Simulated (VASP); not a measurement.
Wanted: the native input for a VASP 6.6.1 run.

* Task: relaxation of cell and atoms
* Functional: PBE
* Potentials or basis: VASP PAW PBE potentials, release 64 (Zr_sv)
* Cutoff: 600 eV
* k mesh: 9 × 9 × 5
* Occupations: fermi-dirac, width 0.05 eV
* Spin: no spin polarisation
* Target pressure: 10 GPa
* Dipole correction: no
* Further INCAR settings: ALGO = Normal; EDIFF = 1e-07; IBRION = 2; EDIFFG = -0.005; NSW = 80; ISIF = 3

The structure of Zr lies in POSCAR:

```
Zr
1.0
    3.2320000000      0.0000000000      0.0000000000
   -1.6160000000      2.7989941050      0.0000000000
    0.0000000000      0.0000000000      5.1470000000
Zr
2
Direct
    0.6666666667      0.3333333333      0.7500000000
    0.3333333333      0.6666666667      0.2500000000
```

One way to write it, as run:

INCAR

```
SYSTEM = Zr
  PREC = Accurate
  ENCUT = 600
  EDIFF = 1E-7
  ISMEAR = -1
  SIGMA = 0.05
  LREAL = .False.
  LASPH = .True.
  NELM = 100
  ALGO = Normal
  ISIF = 3
  LWAVE = .False.
  LCHARG = .False.
  GGA = PE
  IBRION = 2
  NSW = 80
  EDIFFG = -0.005
  PSTRESS = 100.0
```

KPOINTS

```
regular mesh
0
Gamma
  9 9 5
  0 0 0
```

Potentials or basis: VASP PAW PBE potentials, release 64 (Zr_sv).

Launch:

```console
$ cat potpaw_PBE.64/Zr_sv/POTCAR > POTCAR
$ mpirun -np 1 vasp_std > vasp.out
```

It gave:

- Relaxed volume: 21.34 Å³/atom
- Relaxed cell: a = 3.123 Å, b = 3.123 Å, c = 5.054 Å, α = 90.00°, β = 90.00°, γ = 120.00°
- Space group after relaxing (to 0.1 Å): P6_3/mmc (No. 194)
- Energy change on relaxing (the run minimises the enthalpy): +59.8 meV/atom
- Ionic steps: 10
- Pressure after relaxing: 10.0 GPa
- Band gap on the k mesh: zero (bands 12 and 13 overlap by 1.13 eV)

Caveat: the cell is relaxed towards a set pressure, so the run minimises the enthalpy, not the energy.

It took 100 s on 1 thread of Intel(R) Xeon(R) 6975P-C (Granite Rapids) (shared host), peak memory 0.2 GiB.
